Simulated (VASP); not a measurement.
A run of VASP 6.6.1 is set up as follows.

File POSCAR:

```
Ba
1.0
    4.5119102127      0.0000000000      0.0000000000
   -2.2559551064      3.9074288638      0.0000000000
    0.0000000000      0.0000000000      7.4887273231
Ba
2
Direct
    0.3333333333      0.6666666667      0.2500000000
    0.6666666667      0.3333333333      0.7500000000
```

INCAR.step1

```
SYSTEM = Ba
ALGO = Normal ; EDIFF = 1E-4
ENCUT = 520 ; GGA = PE
ISMEAR = 0 ; LASPH = .TRUE.
LCHARG = .FALSE. ; LREAL = .FALSE.
LWAVE = .TRUE. ; NBANDS = 17
NELM = 80 ; PREC = Accurate
SIGMA = 0.1
```

File INCAR.step2:

```
SYSTEM = Ba
ALGO = Normal ; EDIFF = 1E-6
ENCUT = 520 ; ISIF = 2
ISMEAR = 0 ; ISTART = 1
LASPH = .TRUE. ; LCHARG = .TRUE.
LELF = .TRUE. ; LMIXTAU = .TRUE.
LREAL = .FALSE. ; LVHAR = .TRUE.
LWAVE = .FALSE. ; METAGGA = R2SCAN
NBANDS = 17 ; NELM = 80
PREC = Accurate ; SIGMA = 0.1
```

Contents of KPOINTS:

```
k-points
0
G
  12 12 6
  0 0 0
```

Potentials or basis: VASP PAW PBE potentials, release 64 (Ba_sv).

Launch:

```bash
$ cat potpaw_PBE.64/Ba_sv/POTCAR > POTCAR
$ cp INCAR.step1 INCAR
$ mpirun -np 1 vasp_std > vasp.out
$ cp INCAR.step2 INCAR
$ mpirun -np 1 vasp_std > vasp.out
```

What does it give for the pressure?

0.1 GPa.

Predict the band gap on the k mesh.

zero (band 10 reaches 1.80 eV, above the bottom of band 11 at 1.40 eV).

Caveat: the PAW data sets were made with another functional, which shifts forces and pressure a little; spin-orbit coupling is left out, which moves the levels of the heavy elements.
